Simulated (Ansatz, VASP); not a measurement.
Al in VASP and in Ansatz

File INCAR:

```
PREC = Accurate
ENCUT = 520
EDIFF = 1E-7
ISMEAR = 0
SIGMA = 0.15
LREAL = False
LASPH = True
NELM = 80
ALGO = Fast
ISIF = 2
LWAVE = False
LCHARG = True
GGA = PS
LELF = True
LVHAR = True
NBANDS = 14
```

KPOINTS

```
Automatic mesh
0
Gamma
  18 18 6
```

POSCAR

```
Al
1.0
    2.8362844918      0.0000000000      0.0000000000
   -1.4181422459      2.4562944222      0.0000000000
    0.0000000000      0.0000000000      9.3221494563
Al
4
Direct
    0.0000000000      0.0000000000      0.0000000000
    0.3568500152      0.6901833485      0.2500000000
    0.0000000000      0.0000000000      0.5000000000
    0.6666666667      0.3333333333      0.7500000000
```

Input for Ansatz:

```yaml
crystal:
  lattice:
    - [2.8362844918, 0.0, 0.0]
    - [-1.4181422459, 2.4562944222, 0.0]
    - [0.0, 0.0, 9.3221494563]
  atoms:
    - { symbol: Al, position: [0.0, 0.0, 0.0] }
    - { symbol: Al, position: [0.3568500152, 0.6901833485, 0.25] }
    - { symbol: Al, position: [0.0, 0.0, 0.5] }
    - { symbol: Al, position: [0.6666666667, 0.3333333333, 0.75] }
basis:
  ecutwfc: 420
kpoints:
  mp_grid: { grid: [18, 18, 6] }
hamiltonian:
  xc: pbesol
scf:
  occupations: { method: gaussian, width: 0.15 }
output:
  forces: true
  stress: true
  eigenvalues: true
```

Alike in both runs: task single point; functional PBEsol; k mesh 18 × 18 × 6; occupations gaussian, width 0.15 eV; no spin polarisation.

|  | VASP | Ansatz |
| --- | --- | --- |
| version | VASP 6.6.1 | Ansatz 0.2.0 |
| potentials or method | VASP PAW PBE potentials, release 64 (Al), cutoff 520 eV | scalar-relativistic, plane waves, PAW |
| valence electrons in the cell | 12 | 12 |

Ansatz gave:

- gap on the k mesh at the Fermi level (eV): none
- pressure (GPa): 0.0
- traceless stress, the component that is largest in VASP (GPa): -0.08
- rms of the force components (eV/Å): 0.027

Task: Which values does VASP return?

Result: gap on the k mesh at the Fermi level (eV): none; pressure (GPa): 0.1; traceless stress, the component that is largest in VASP (GPa): -0.08; rms of the force components (eV/Å): 0.027.

VASP's potentials were made for PBE, not for PBEsol. Atom by atom the forces differ by 0.000 eV/Å (rms over components). A gap of «none» marks a metal or a gap that the smearing closes.
